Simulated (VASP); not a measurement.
# KMgPd3 (P4/mmm) in VASP: a series of runs

Runs on KMgPd3. Level: PBE. Tasks: single point, relaxation of cell and atoms.

Everything below comes from runs of VASP 6.6.1. Logs are shortened: lines on timing, memory, paths and dates and some standing lists are left out, and cuts for length are marked.

## (1) The cell of the first run

The structure is tetragonal, space group P4/mmm (No. 123). The conventional cell has a = 3.543 Å, b = 3.543 Å, c = 7.970 Å, α = 90.00°, β = 90.00°, γ = 90.00°. Within 4.0 Å of K (site symmetry 4/mmm) lie 10 Pd at 3.05 to 3.98 Å and 4 K at 3.54 Å. Within 3.0 Å of Mg (site symmetry 4/mmm) lie 6 Pd at 2.24 to 2.51 Å. Pd (site symmetry 4mm) has 1 Mg at 2.24 Å and 4 K at 3.05 Å within 3.1 Å. Pd (site symmetry 4/mmm) has 4 Mg at 2.51 Å and 8 Pd at 3.36 Å within 3.4 Å.

The cell was built from a structure type or drawn by symmetry, and may not be a known phase.

## (2) Single point, PBE

Input file INCAR:

```
SYSTEM = KMgPd3
PREC     = Accurate       ! precision mode
ENCUT    = 600            ! plane-wave cutoff, eV
EDIFF    = 1E-6           ! SCF threshold, eV
ISMEAR   = 0              ! smearing method
SIGMA    = 0.1            ! smearing width, eV
LREAL    = .False.        ! projectors in reciprocal space
LASPH    = .True.         ! aspherical terms in the spheres
NELM     = 120            ! most SCF steps
ALGO     = Normal         ! electronic algorithm
ISIF     = 2              ! what is computed and relaxed
LWAVE    = .False.        ! write WAVECAR
LCHARG   = .False.        ! write CHGCAR
GGA      = PE             ! functional
NBANDS   = 28             ! bands
GGA_COMPAT= .False.
```

Input file KPOINTS:

```
Automatic mesh
0
Gamma
  6 6 2
  0 0 0
```

Input file POSCAR:

```
KMgPd3
1.0
    3.5428456900      0.0000000000      0.0000000000
    0.0000000000      3.5428456900      0.0000000000
    0.0000000000      0.0000000000      7.9697325200
K Mg Pd
1 1 3
Direct
    0.5000000000      0.5000000000      0.5000000000
    0.0000000000      0.0000000000      0.0000000000
    0.0000000000      0.0000000000      0.7192874700
    0.0000000000      0.0000000000      0.2807125300
    0.5000000000      0.5000000000      0.0000000000
```

Potentials or basis: VASP PAW PBE potentials, release 64 (K_sv, Mg, Pd).

Launch:

```sh
$ cat potpaw_PBE.64/K_sv/POTCAR potpaw_PBE.64/Mg/POTCAR potpaw_PBE.64/Pd/POTCAR > POTCAR
$ mpirun -np 1 vasp_std > vasp.out
```

OUTCAR:

```text
SYSTEM = KMgPd3
   PREC = Accurate
   ENCUT = 600
   EDIFF = 1E-6
   ISMEAR = 0
   LREAL = .False.
   LASPH = .True.
   NELM = 120
   ISIF = 2
   GGA = PE

 ion  position               nearest neighbor table
   1  0.500  0.500  0.500-   3 3.05   4 3.05   3 3.05   4 3.05   3 3.05   4 3.05   3 3.05   4 3.05

   2  0.000  0.000  0.000-   3 2.24   4 2.24   5 2.51   5 2.51   5 2.51   5 2.51
   3  0.000  0.000  0.719-   2 2.24   1 3.05   1 3.05   1 3.05   1 3.05   5 3.36   5 3.36   5 3.36
                             5 3.36
   4  0.000  0.000  0.281-   2 2.24   1 3.05   1 3.05   1 3.05   1 3.05   5 3.36   5 3.36   5 3.36
                             5 3.36
   5  0.500  0.500  0.000-   2 2.51   2 2.51   2 2.51   2 2.51   3 3.36   4 3.36   4 3.36   3 3.36
                             4 3.36   3 3.36   3 3.36   4 3.36

  LATTYP: Found a simple tetragonal cell.
 ALAT       =     3.5428456900
 C/A-ratio  =     2.2495285478

  Lattice vectors:

 A1 = (   3.5428456900,   0.0000000000,   0.0000000000)
 A2 = (   0.0000000000,   3.5428456900,   0.0000000000)
 A3 = (   0.0000000000,   0.0000000000,   7.9697325200)

Analysis of symmetry for initial positions (statically):
=====================================================================
 Subroutine PRICEL returns:
 Original cell was already a primitive cell.

 Routine SETGRP: Setting up the symmetry group for a
 simple tetragonal supercell.

 Subroutine GETGRP returns: Found 16 space group operations
 (whereof 16 operations were pure point group operations)
 out of a pool of 16 trial point group operations.

The static configuration has the point symmetry D_4h.

Analysis of symmetry for dynamics (positions and initial velocities):
=====================================================================
 Subroutine PRICEL returns:
 Original cell was already a primitive cell.

 Routine SETGRP: Setting up the symmetry group for a
 simple tetragonal supercell.

 Subroutine GETGRP returns: Found 16 space group operations
 (whereof 16 operations were pure point group operations)
 out of a pool of 16 trial point group operations.

The dynamic configuration has the point symmetry D_4h.

 Subroutine INISYM returns: Found 16 space group operations
 (whereof 16 operations are pure point group operations),
 and found     1 'primitive' translations

----------------------------------------------------------------------------------------

                                     Primitive cell

  volume of cell :     100.0341

  direct lattice vectors                    reciprocal lattice vectors
     3.542845690  0.000000000  0.000000000     0.282258977  0.000000000  0.000000000
     0.000000000  3.542845690  0.000000000     0.000000000  0.282258977  0.000000000
     0.000000000  0.000000000  7.969732520     0.000000000  0.000000000  0.125474725

  length of vectors
     3.542845690  3.542845690  7.969732520     0.282258977  0.282258977  0.125474725

  position of ions in fractional coordinates (direct lattice)
     0.500000000  0.500000000  0.500000000
     0.000000000  0.000000000  0.000000000
     0.000000000  0.000000000  0.719287470
     0.000000000  0.000000000  0.280712530
     0.500000000  0.500000000  0.000000000

  ion indices of the primitive-cell ions
   primitive index   ion index
                 1           1
                 2           2
                 3           3
                 4           4
                 5           5

----------------------------------------------------------------------------------------

 KPOINTS: Automatic mesh

Automatic generation of k-mesh.
 Grid dimensions read from file:
 generate k-points for:    6    6    2

 Generating k-lattice:

  Cartesian coordinates                     Fractional coordinates (reciprocal lattice)
     0.047043163  0.000000000  0.000000000     0.166666667  0.000000000  0.000000000
     0.000000000  0.047043163  0.000000000     0.000000000  0.166666667  0.000000000
     0.000000000  0.000000000  0.062737363     0.000000000  0.000000000  0.500000000

  Length of vectors
     0.047043163  0.047043163  0.062737363

  Shift w.r.t. Gamma in fractional coordinates (k-lattice)
     0.000000000  0.000000000  0.000000000

 Subroutine IBZKPT returns following result:
 ===========================================

 Found     20 irreducible k-points:

 Following reciprocal coordinates:
            Coordinates               Weight
  0.000000  0.000000  0.000000      1.000000
  0.166667  0.000000  0.000000      4.000000
  0.333333  0.000000  0.000000      4.000000
  0.500000  0.000000  0.000000      2.000000
  0.166667  0.166667  0.000000      4.000000
  0.333333  0.166667  0.000000      8.000000
[... 12 lines left out ...]
  0.500000  0.333333  0.500000      4.000000
  0.500000  0.500000  0.500000      1.000000
   k-points           NKPTS =     20   k-points in BZ     NKDIM =     20   number of bands    NBANDS=     28
[... 37 lines left out ...]
     AMIX_MAG =   1.60;   BMIX_MAG =  1.00
  volume/ion in A,a.u.               =      20.01       135.01
  Fermi-wavevector in a.u.,A,eV,Ry     =   1.216055  2.298012 20.120171  1.478791
  Thomas-Fermi vector in A             =   2.351422
   LORBIT       =      0    0 simple, 1 ext, 2 COOP (PROOUT), +10 PAW based schemes
   GGA     = PE    functional components
   LHFCALC =     F    Hartree Fock is set to
   AEXX    =    0.0000 exact exchange contribution
   IVDW    =     0    specifies the selected vdW correction
   LEPSILON=     F    determine dielectric tensor
   LRPA    =     F    only Hartree local field effects (RPA)
 non-spin polarized calculation
 Gauss-broadening in eV      SIGMA  =   0.10
  energy-cutoff  :      600.00
  volume of cell :      100.03
 maximum number of plane-waves:      3362
   NGX = 15   NGY = 15   NGZ = 31

 number of electron      40.9999991 magnetization

 Free energy of the ion-electron system (eV)
  ---------------------------------------------------
  ext. energy  EPLUGINS =         0.00000000
  ---------------------------------------------------
  free energy    TOTEN  =       -16.28792029 eV

  energy without entropy =      -16.28016973  energy(sigma->0) =      -16.28404501

 E-fermi :   4.7270     XC(G=0): -10.4173

 val. band max:        4.6826271199   @ k =   0.1667   0.1667   0.0000
 cond. band min:       4.7492897311   @ k =   0.5000   0.0000   0.5000
 fundamental gap:      0.0666626112
 Fermi energy:         4.7269998067

 k-point     1 :       0.0000    0.0000    0.0000
  band No.  band energies     occupation
      1     -25.3692      2.00000
      2      -8.9530      2.00000
      3      -8.7461      2.00000
      4      -8.7461      2.00000
      5      -1.1697      2.00000
      6       1.3083      2.00000
[... 20 lines left out ...]
     27      10.9964      0.00000
     28      11.9509      0.00000

 k-point     2 :       0.1667    0.0000    0.0000
  band No.  band energies     occupation
      1     -25.3564      2.00000
      2      -8.9285      2.00000
      3      -8.8981      2.00000
      4      -8.7325      2.00000
      5      -0.8169      2.00000
      6       1.3944      2.00000
[... 20 lines left out ...]
     27      11.2683      0.00000
     28      11.6661      0.00000

 k-point     3 :       0.3333    0.0000    0.0000
  band No.  band energies     occupation
      1     -25.3308      2.00000
      2      -9.1856      2.00000
      3      -8.8790      2.00000
      4      -8.7053      2.00000
      5       0.0700      2.00000
      6       1.4129      2.00000
[... 20 lines left out ...]
     27      11.0600      0.00000
     28      11.5998      0.00000

 k-point     4 :       0.5000    0.0000    0.0000
  band No.  band energies     occupation
      1     -25.3180      2.00000
      2      -9.3221      2.00000
      3      -8.8540      2.00000
      4      -8.6916      2.00000
      5       0.7153      2.00000
      6       1.2918      2.00000
[... 454 lines left out ...]
     27       9.9021      0.00000
     28      10.4185      0.00000

 k-point    19 :       0.5000    0.3333    0.5000
  band No.  band energies     occupation
      1     -25.2822      2.00000
      2      -9.2441      2.00000
      3      -9.0921      2.00000
      4      -8.8112      2.00000
      5       0.7533      2.00000
      6       1.5906      2.00000
[... 20 lines left out ...]
     27       9.7616      0.00000
     28      10.1018      0.00000

 k-point    20 :       0.5000    0.5000    0.5000
  band No.  band energies     occupation
      1     -25.2702      2.00000
      2      -9.2178      2.00000
      3      -9.2178      2.00000
      4      -8.7966      2.00000
      5       0.6062      2.00000
      6       1.6504      2.00000
[... 20 lines left out ...]
     27       9.3730      0.00000
     28       9.6128      0.00000

------------------------ aborting loop because EDIFF is reached ----------------------------------------

  FORCE on cell =-STRESS in cart. coord.  units (eV):
  Direction    XX          YY          ZZ          XY          YZ          ZX
  --------------------------------------------------------------------------------------
  -------------------------------------------------------------------------------------
  Total        2.1660057      2.1660057      7.9504384      0.0000000      0.0000000      0.0000000
  in kB       34.6914102     34.6914102    127.3366552      0.0000000      0.0000000      0.0000000
  external PRESSURE =      65.5731585 kB  Pullay stress =       0.0000000 kB

 VOLUME and BASIS-vectors are now :
 -----------------------------------------------------------------------------
  energy-cutoff  :      600.00
  volume of cell :      100.03
      direct lattice vectors                 reciprocal lattice vectors
     3.542845690  0.000000000  0.000000000     0.282258977  0.000000000  0.000000000
     0.000000000  3.542845690  0.000000000     0.000000000  0.282258977  0.000000000
     0.000000000  0.000000000  7.969732520     0.000000000  0.000000000  0.125474725

 POSITION                                       TOTAL-FORCE (eV/Angst)
 -----------------------------------------------------------------------------------
      1.77142      1.77142      3.98487         0.000000      0.000000      0.000000
      0.00000      0.00000      0.00000         0.000000      0.000000      0.000000
      0.00000      0.00000      5.73253        -0.000000      0.000000     -1.263577
      0.00000      0.00000      2.23720         0.000000      0.000000      1.263577
      1.77142      1.77142      0.00000         0.000000      0.000000      0.000000
 -----------------------------------------------------------------------------------
    total drift:                                0.000000      0.000000      0.000000

  FREE ENERGIE OF THE ION-ELECTRON SYSTEM (eV)
  ---------------------------------------------------
  free  energy   TOTEN  =       -16.2879202920 eV

  energy  without entropy=      -16.2801697266  energy(sigma->0) =      -16.28404501
```

It took 44 s on 1 thread of Intel Xeon Platinum 8375C at 2.90GHz (Ice Lake), shared host; peak memory 0.25 GiB.

What came out:

```
Free energy            : -16.2879 eV
Pressure               : 6.6 GPa
Largest force          : 1.264 eV/Å
Band gap on the k mesh : zero (an odd number of electrons rules out a gap without spin polarisation)
```

Forces on the atoms (eV/Å):
```
K    0.000  0.000  0.000
Mg   0.000  0.000  0.000
Pd   0.000  0.000 -1.264
Pd   0.000  0.000  1.264
Pd   0.000  0.000  0.000
```

Caveat: the k points lie up to 0.39 Å⁻¹ apart, too coarse for converged energies and pressures of a metal; forces of over 1 eV/Å act on the atoms, so gaps and moduli don't describe the material at rest.

## (3) Single point, PBE

This run uses another cell than the first one, of 22.78 Å³/atom.

Input file INCAR:

```
ALGO     = Normal         # electronic algorithm
EDIFF    = 1E-6           # SCF threshold, eV
ENCUT    = 600            # plane-wave cutoff, eV
GGA      = PE             # functional
GGA_COMPAT= False        
ISIF     = 2              # what is computed and relaxed
ISMEAR   = 0              # smearing method
LASPH    = True           # aspherical terms in the spheres
LCHARG   = False          # write CHGCAR
LREAL    = False          # projectors in reciprocal space
LWAVE    = False          # write WAVECAR
NBANDS   = 28             # bands
NELM     = 120            # most SCF steps
PREC     = Accurate       # precision mode
SIGMA    = 0.1            # smearing width, eV
```

Input file KPOINTS:

```
k-points
0
Gamma
  6 6 2
```

Input file POSCAR:

```
KMgPd3
1.0
    3.5284613939      0.0000000000      0.0000000000
    0.0000000000      3.5284613939      0.0000000000
    0.0000000000      0.0000000000      9.1468088466
K Mg Pd
1 1 3
Direct
    0.5000000000      0.5000000000      0.5000000000
    0.0000000000      0.0000000000      0.0000000000
    0.0000000000      0.0000000000      0.7356668121
    0.0000000000      0.0000000000      0.2643331879
    0.5000000000      0.5000000000      0.0000000000
```

Potentials or basis: VASP PAW PBE potentials, release 64 (K_sv, Mg, Pd).

Launch:

```sh
$ cat potpaw_PBE.64/K_sv/POTCAR potpaw_PBE.64/Mg/POTCAR potpaw_PBE.64/Pd/POTCAR > POTCAR
$ mpirun -np 1 vasp_std > vasp.out
```

It took 54 s on 1 thread of Intel Xeon Platinum 8375C at 2.90GHz (Ice Lake), shared host; peak memory 0.28 GiB.

The run converged. Its results:

| Item | Value |
| --- | --- |
| Free energy | -16.6524 eV |
| Pressure | -0.1 GPa |
| Band gap on the k mesh | zero (an odd number of electrons rules out a gap without spin polarisation) |

Stress tensor (GPa, compression positive):
```
-0.22  0.00  0.00
 0.00 -0.22  0.00
 0.00  0.00  0.04
```

Levels at points of the mesh, in eV from the Fermi level:
```
           k point  band 19  band 20  band 21  band 22  band 23  band 24
(0.00, 0.00, 0.00)    -1.01    -1.00    -0.76    -0.75     3.21     4.36
(0.50, 0.00, 0.00)    -0.94    -0.39    -0.32     1.38     1.53     1.53
(0.50, 0.50, 0.00)    -0.45     1.17     1.17     1.80     2.84     3.43
(0.00, 0.00, 0.50)    -1.00    -0.77    -0.74     0.33     1.10     4.91
(0.50, 0.00, 0.50)    -0.90    -0.21    -0.01     0.70     1.26     2.00
(0.50, 0.50, 0.50)    -0.45     1.02     1.02     1.81     2.84     3.58
```

## (4) Relaxation of cell and atoms, PBE

Input file INCAR:

```
ALGO = Normal
EDIFF = 1E-7
EDIFFG = -0.04
ENCUT = 600
GGA = PE
GGA_COMPAT = False
IBRION = 2
ISIF = 3
ISMEAR = 0
LASPH = True
LCHARG = False
LREAL = False
LWAVE = False
NELM = 120
NELMIN = 4
NSW = 90
PREC = Accurate
SIGMA = 0.1
```

KPOINTS is that of step 3.

Input file POSCAR:

```
KMgPd3
1.0
    3.5428456900      0.0000000000      0.0000000000
    0.0000000000      3.5428456900      0.0000000000
    0.0000000000      0.0000000000      7.9697325200
K Mg Pd
1 1 3
Direct
    0.5000000000      0.5000000000      0.5000000000
    0.0000000000      0.0000000000      0.0000000000
    0.0000000000      0.0000000000      0.7192874700
    0.0000000000      0.0000000000      0.2807125300
    0.5000000000      0.5000000000      0.0000000000
```

Launch:

```sh
$ cat potpaw_PBE.64/K_sv/POTCAR potpaw_PBE.64/Mg/POTCAR potpaw_PBE.64/Pd/POTCAR > POTCAR
$ mpirun -np 1 vasp_std > vasp.out
```

It took 11 min on 1 thread of Intel Xeon Platinum 8375C at 2.90GHz (Ice Lake), shared host; peak memory 0.26 GiB.

Results (log left out):

```yaml
Free_energy: -16.6480 eV
Relaxed_volume: 22.77 Å³/atom
Relaxed_cell: a = 3.520 Å, b = 3.520 Å, c = 9.191 Å, α = 90.00°, β = 90.00°, γ = 90.00°
Space_group_after_relaxing_to_0.1_Å: P4/mmm (No. 123)
Energy_gained_by_relaxing: 72.0 meV/atom
Ionic_steps: 23
Pressure_after_relaxing: 0.0 GPa
Largest_force_after_relaxing: 0.016 eV/Å
Band_gap_on_the_k_mesh: zero (an odd number of electrons rules out a gap without spin polarisation)
```

Forces on the atoms (eV/Å):
```
K    0.000  0.000  0.000
Mg   0.000  0.000  0.000
Pd   0.000  0.000 -0.016
Pd   0.000  0.000  0.016
Pd   0.000  0.000  0.000
```

Stress tensor (GPa, compression positive):
```
-0.09  0.00  0.00
 0.00 -0.09  0.00
 0.00  0.00  0.04
```

Step by step:
| step | energy change (eV) | largest force (eV/Å) | pressure (GPa) | volume (Å³) |
| --- | --- | --- | --- | --- |
| 1 | 0.0000 | 1.2633 | 6.55 | 100.03 |
| 2 | -0.3082 | 0.2513 | -0.68 | 112.24 |
| 3 | -0.3179 | 0.0861 | 0.20 | 110.06 |
| 4 | -0.3178 | 0.1031 | 0.12 | 110.27 |
| 5 | -0.3188 | 0.0855 | 0.00 | 110.65 |
| 6 | -0.3193 | 0.0576 | -0.18 | 111.27 |
| 7 | -0.3203 | 0.0432 | -0.11 | 111.17 |
| 8 | -0.3223 | 0.0026 | 0.10 | 110.88 |
| 9 | -0.3229 | 0.1042 | 0.56 | 110.30 |
| 10 | -0.3233 | 0.0635 | 0.38 | 110.52 |
| 11 | -0.3236 | 0.0638 | 0.39 | 110.53 |
| 12 | -0.3245 | 0.0637 | 0.40 | 110.54 |
| 13 | -0.3264 | 0.0648 | 0.45 | 110.56 |
| 14 | -0.3304 | 0.0710 | 0.54 | 110.61 |
| 15 | -0.3383 | 0.0959 | 0.72 | 110.67 |
| 16 | -0.3446 | 0.2060 | 1.19 | 110.71 |
| 17 | -0.3483 | 0.1904 | 1.07 | 111.14 |
| 18 | -0.3523 | 0.1555 | 0.75 | 112.38 |
| 19 | -0.3524 | 0.1588 | 0.78 | 112.25 |
| 20 | -0.3548 | 0.1335 | 0.64 | 112.52 |
| 21 | -0.3593 | 0.0615 | 0.22 | 113.32 |
| 22 | -0.3567 | 0.0672 | -0.55 | 114.93 |
| 23 | -0.3600 | 0.0163 | -0.05 | 113.86 |

Final structure:
```
K Mg Pd
1.0
     3.51960    0.00000    0.00000
     0.00000    3.51960    0.00000
     0.00000    0.00000    9.19136
K Mg Pd
1 1 3
Cartesian
  1.7598 1.7598 4.5957
  0.0000 0.0000 0.0000
  0.0000 0.0000 6.7748
  0.0000 0.0000 2.4166
  1.7598 1.7598 0.0000
```

Levels at points of the mesh, in eV from the Fermi level:
| k point | band 17 | band 18 | band 19 | band 20 | band 21 | band 22 | band 23 | band 24 |
| --- | --- | --- | --- | --- | --- | --- | --- | --- |
| (0.00, 0.00, 0.00) | -1.31 | -1.01 | -1.01 | -1.01 | -0.75 | -0.74 | 3.12 | 4.30 |
| (0.50, 0.00, 0.00) | -1.10 | -1.07 | -0.94 | -0.38 | -0.31 | 1.38 | 1.51 | 1.54 |
| (0.50, 0.50, 0.00) | -1.28 | -0.45 | -0.45 | 1.17 | 1.17 | 1.81 | 2.86 | 3.44 |
| (0.00, 0.00, 0.50) | -1.32 | -1.00 | -1.00 | -0.76 | -0.73 | 0.30 | 1.04 | 4.88 |
| (0.50, 0.00, 0.50) | -1.14 | -1.08 | -0.90 | -0.20 | -0.02 | 0.70 | 1.28 | 1.96 |
| (0.50, 0.50, 0.50) | -1.19 | -0.45 | -0.45 | 1.02 | 1.02 | 1.82 | 2.86 | 3.62 |

Caveat: the k points lie up to 0.34 Å⁻¹ apart in the final cell, too coarse for converged energies and pressures of a metal; a cell axis changed by over 15 % at a fixed basis, so the end point is rough.

## (5) Overview

```tsv
task	cell	gap on the mesh (eV)	pressure (GPa)	largest force (eV/Å)
single point	a = 3.543, b = 3.543, c = 7.970 Å, 5 atoms, atomic positions A	none	6.6	1.26
single point	a = 3.528, b = 3.528, c = 9.147 Å, 5 atoms, atomic positions B	none	-0.1	-
relaxation of cell and atoms	relaxed from a = 3.543, b = 3.543, c = 7.970 Å, 5 atoms, atomic positions A	none	0.0	0.02
```

Alike in all rows: level PBE; potentials or basis VASP PAW PBE potentials, release 64 (K_sv, Mg, Pd); no spin polarisation; k mesh 6 × 6 × 2; cutoff (eV) 600; smearing gaussian 0.1 eV.

Caveats: some runs use coarse meshes; forces of over 1 eV/Å act on the atoms, so gaps and moduli don't describe the material at rest (at least some runs); a cell axis changed by over 15 % at a fixed basis, so the end point is rough (at least some runs).

Total energies depend on the potentials used, so only differences within one code and one set of settings carry meaning.
